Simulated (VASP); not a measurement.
# Zr (P6_3/mmc) in VASP: notebook, part 2 of 2

VASP 6.6.1.

### 3 Relaxation of cell and atoms, r2SCAN

This run uses another cell than the first one, of 23.43 Å³/atom.

POSCAR

```
Zr
1.0
    3.2388529746      0.0000000000      0.0000000000
   -1.6194264873      2.8049289551      0.0000000000
    0.0000000000      0.0000000000      5.1570233619
Zr
2
Direct
    0.3333333333      0.6666666667      0.2500000000
    0.6666666667      0.3333333333      0.7500000000
```

INCAR.step1

```
SYSTEM = Zr
PREC     = Accurate       ! precision mode
ENCUT    = 600            ! plane-wave cutoff, eV
ISMEAR   = -1             ! smearing method
SIGMA    = 0.02           ! smearing width, eV
LREAL    = .FALSE.        ! projectors in reciprocal space
LASPH    = .TRUE.         ! aspherical terms in the spheres
NELM     = 100            ! most SCF steps
GGA      = PE             ! functional
ALGO     = Normal         ! electronic algorithm
EDIFF    = 1E-4           ! SCF threshold, eV
LWAVE    = .TRUE.         ! write WAVECAR
LCHARG   = .FALSE.        ! write CHGCAR
```

INCAR.step2

```
SYSTEM = Zr
PREC     = Accurate       ! precision mode
ENCUT    = 600            ! plane-wave cutoff, eV
EDIFF    = 1E-6           ! SCF threshold, eV
ISMEAR   = -1             ! smearing method
SIGMA    = 0.02           ! smearing width, eV
LREAL    = .FALSE.        ! projectors in reciprocal space
LASPH    = .TRUE.         ! aspherical terms in the spheres
NELM     = 100            ! most SCF steps
ALGO     = Normal         ! electronic algorithm
ISIF     = 3              ! what is computed and relaxed
LWAVE    = .FALSE.        ! write WAVECAR
LCHARG   = .FALSE.        ! write CHGCAR
METAGGA  = R2SCAN         ! meta-GGA
LMIXTAU  = .TRUE.       
IBRION   = 2              ! ionic algorithm
NSW      = 80             ! ionic steps
EDIFFG   = -0.005         ! ionic threshold
ISTART   = 1
```

KPOINTS

```
regular mesh
0
G
  12 12 4
  0 0 0
```

Potentials or basis: VASP PAW PBE potentials, release 64 (Zr_sv).

Launch:

```console
> cat potpaw_PBE.64/Zr_sv/POTCAR > POTCAR
> cp INCAR.step1 INCAR
> mpirun -np 1 vasp_std > vasp.out
> cp INCAR.step2 INCAR
> mpirun -np 1 vasp_std > vasp.out
```

OUTCAR:

```text
SYSTEM = Zr
   PREC = Accurate
   ENCUT = 600
   EDIFF = 1E-6
   ISMEAR = -1
   LREAL = .FALSE.
   LASPH = .TRUE.
   NELM = 100
   ISIF = 3
   METAGGA = R2SCAN
   IBRION = 2
   NSW = 80
   EDIFFG = -0.005
   ISTART = 1

 ion  position               nearest neighbor table
   1  0.333  0.667  0.250-   2 3.19   2 3.19   2 3.19   2 3.19   2 3.19   2 3.19
   2  0.667  0.333  0.750-   1 3.19   1 3.19   1 3.19   1 3.19   1 3.19   1 3.19

  LATTYP: Found a hexagonal cell.
 ALAT       =     3.2388529746
 C/A-ratio  =     1.5922375614

  Lattice vectors:

 A1 = (   3.2388529746,   0.0000000000,   0.0000000000)
 A2 = (  -1.6194264873,   2.8049289551,   0.0000000000)
 A3 = (   0.0000000000,   0.0000000000,   5.1570233619)

Analysis of symmetry for initial positions (statically):
=====================================================================
 Subroutine PRICEL returns:
 Original cell was already a primitive cell.

 Routine SETGRP: Setting up the symmetry group for a
 hexagonal supercell.

 Subroutine GETGRP returns: Found 24 space group operations
 (whereof 12 operations were pure point group operations)
 out of a pool of 24 trial point group operations.

The static configuration has the point symmetry D_3d.
 The point group associated with its full space group is D_6h.

Analysis of symmetry for dynamics (positions and initial velocities):
=====================================================================
 Subroutine PRICEL returns:
 Original cell was already a primitive cell.

 Routine SETGRP: Setting up the symmetry group for a
 hexagonal supercell.

 Subroutine GETGRP returns: Found 24 space group operations
 (whereof 12 operations were pure point group operations)
 out of a pool of 24 trial point group operations.

The dynamic configuration has the point symmetry D_3d.
[... 127 lines left out ...]
   AEXX    =    0.0000 exact exchange contribution
   IVDW    =     0    specifies the selected vdW correction
   LEPSILON=     F    determine dielectric tensor
   LRPA    =     F    only Hartree local field effects (RPA)
 conjugate gradient relaxation of ions
 non-spin polarized calculation
  energy-cutoff  :      600.00
  volume of cell :       46.85
 maximum number of plane-waves:      1586
 NGX is ok and might be reduce to    28
   NGX = 13   NGY = 13   NGZ = 21

--------------------------------------- Ionic step        1  -------------------------------------------

 number of electron      24.0000000 magnetization

 Free energy of the ion-electron system (eV)
  ---------------------------------------------------
  ext. energy  EPLUGINS =         0.00000000
  ---------------------------------------------------
  free energy    TOTEN  =       -45.50384101 eV

  energy without entropy =      -45.50119065  energy(sigma->0) =      -45.50251583

------------------------ aborting loop because EDIFF is reached ----------------------------------------

  FORCE on cell =-STRESS in cart. coord.  units (eV):
  Direction    XX          YY          ZZ          XY          YZ          ZX
  --------------------------------------------------------------------------------------
  -------------------------------------------------------------------------------------
  Total        0.1356120      0.1356120      0.0188161      0.0000000      0.0000000      0.0000000
  in kB        4.6376344      4.6376344      0.6434689      0.0000000      0.0000000      0.0000000
  external PRESSURE =       3.3062459 kB  Pullay stress =       0.0000000 kB
[... 131 lines left out ...]
--------------------------------------- Ionic step        5  -------------------------------------------

 number of electron      24.0000000 magnetization

 Free energy of the ion-electron system (eV)
  ---------------------------------------------------
  ext. energy  EPLUGINS =         0.00000000
  ---------------------------------------------------
  free energy    TOTEN  =       -45.50415514 eV

  energy without entropy =      -45.50158939  energy(sigma->0) =      -45.50287227

 E-fermi :   8.9941     XC(G=0): -11.9023

 val. band max:        8.9718002119   @ k =   0.0000   0.0000   0.5000
 cond. band min:       9.0166750092   @ k =   0.3333   0.3333   0.2500
 fundamental gap:      0.0448747973
 Fermi energy:         8.9941244251

 k-point     1 :       0.0000    0.0000    0.0000
  band No.  band energies     occupation
      1     -41.6432      2.00000
      2     -41.4804      2.00000
      3     -19.4892      2.00000
      4     -18.5962      2.00000
      5     -18.5962      2.00000
      6     -18.4536      2.00000
[... 433 lines left out ...]
      3     -19.2829      2.00000
      4     -19.0900      2.00000
      5     -18.9140      2.00000
      6     -18.7249      2.00000
[... 8 lines left out ...]
     15      10.2592      0.00000
     16      12.3277      0.00000

 [... further k-points ...]

------------------------ aborting loop because EDIFF is reached ----------------------------------------

  FORCE on cell =-STRESS in cart. coord.  units (eV):
  Direction    XX          YY          ZZ          XY          YZ          ZX
  --------------------------------------------------------------------------------------
  -------------------------------------------------------------------------------------
  Total       -0.0014271     -0.0014271     -0.0072914     -0.0000000      0.0000000      0.0000000
  in kB       -0.0486409     -0.0486409     -0.2485200     -0.0000000      0.0000000      0.0000000
  external PRESSURE =      -0.1152673 kB  Pullay stress =       0.0000000 kB
[... 17 lines left out ...]
  FREE ENERGIE OF THE ION-ELECTRON SYSTEM (eV)
  ---------------------------------------------------
  free  energy   TOTEN  =       -45.5041551438 eV

  energy  without entropy=      -45.5015893941  energy(sigma->0) =      -45.50287227

 reached required accuracy - stopping structural energy minimisation
```

OUTCAR.step1:

```text
SYSTEM = Zr
   PREC = Accurate
   ENCUT = 600
   ISMEAR = -1
   LREAL = .FALSE.
   LASPH = .TRUE.
[... 680 lines left out ...]
     -0.00000      1.86995      1.28926         0.000000      0.000000      0.000000
      1.61943      0.93498      3.86777        -0.000000      0.000000      0.000000
 -----------------------------------------------------------------------------------
    total drift:                               -0.000000      0.000000     -0.000000

  FREE ENERGIE OF THE ION-ELECTRON SYSTEM (eV)
  ---------------------------------------------------
  free  energy   TOTEN  =       -17.0431328224 eV

  energy  without entropy=      -17.0398163909  energy(sigma->0) =      -17.04147461
```

OSZICAR.step1:

```text
N       E                     dE             d eps       ncg     rms          rms(c)
DAV:   1     0.236453252138E+03    0.23645E+03   -0.14586E+04  1824   0.166E+03
DAV:   2    -0.260011612063E+01   -0.23905E+03   -0.23677E+03  2352   0.434E+02
DAV:   3    -0.174168006449E+02   -0.14817E+02   -0.14670E+02  3424   0.835E+01
DAV:   4    -0.177576144518E+02   -0.34081E+00   -0.34056E+00  2008   0.126E+01
DAV:   5    -0.177651741905E+02   -0.75597E-02   -0.75588E-02  2856   0.140E+00    0.142E+01
DAV:   6    -0.171566183184E+02    0.60856E+00   -0.97717E-01  1880   0.873E+00    0.555E+00
DAV:   7    -0.170372287905E+02    0.11939E+00   -0.63599E-01  2624   0.614E+00    0.114E+00
DAV:   8    -0.170429909120E+02   -0.57621E-02   -0.40302E-02  2360   0.172E+00    0.281E-01
DAV:   9    -0.170431793917E+02   -0.18848E-03   -0.19052E-03  2200   0.463E-01    0.362E-02
DAV:  10    -0.170431328224E+02    0.46569E-04   -0.44690E-05  1512   0.499E-02
   1 F= -.17043133E+02 E0= -.17041475E+02  d E =-.331643E-02
```

Run time: 7.9 min. Hardware: 1 thread of Intel Xeon 6975P-C (Granite Rapids), shared host; peak memory 0.22 GiB.

Results:

```yaml
Free_energy: -45.5042 eV
Relaxed_volume: 23.50 Å³/atom
Relaxed_cell: a = 3.247 Å, b = 3.247 Å, c = 5.149 Å, α = 90.00°, β = 90.00°, γ = 120.00°
Space_group_after_relaxing_to_0.1_Å: P6_3/mmc (No. 194)
Energy_gained_by_relaxing: 0.2 meV/atom
Ionic_steps: 5
Pressure_after_relaxing: 0.0 GPa
Band_gap_on_the_k_mesh: zero (bands 12 and 13 overlap by 1.12 eV)
```

Step by step:
```
step  energy change (eV)  largest force (eV/Å)  pressure (GPa)  volume (Å³)
   1              0.0000                0.0000            0.33        46.85
   2             -0.0001                0.0000           -0.35        47.18
   3             -0.0003                0.0000           -0.07        47.04
   4             -0.0003                0.0000           -0.02        47.01
   5             -0.0003                0.0000           -0.01        47.01
```

Final structure:
```yaml
crystal:
  lattice:
    - [3.24670, 0.00000, 0.00000]
    - [-1.62335, 2.81172, 0.00000]
    - [0.00000, 0.00000, 5.14928]
  atoms:
    - { symbol: Zr, position: [0.33333, 0.66667, 0.25000] }
    - { symbol: Zr, position: [0.66667, 0.33333, 0.75000] }
```

Levels at points of the mesh, in eV from the Fermi level:
```tsv
k point	band 10	band 11	band 12	band 13	band 14	band 15
(0.00, 0.00, 0.00)	-3.24	0.91	0.91	0.97	1.11	1.65
(0.50, 0.00, 0.00)	-2.70	-2.28	-0.47	0.61	0.81	1.53
(0.00, 0.00, 0.50)	-4.25	-0.02	-0.02	0.82	0.82	0.82
(0.50, 0.00, 0.50)	-3.03	-1.12	-1.12	1.49	1.49	2.33
```

Caveat: the PAW data sets were made with another functional, which shifts forces and pressure a little. Zero-point motion and thermal expansion aren't in these numbers.

The gap in the log of VASP goes by the Fermi energy; the results here count the filled bands.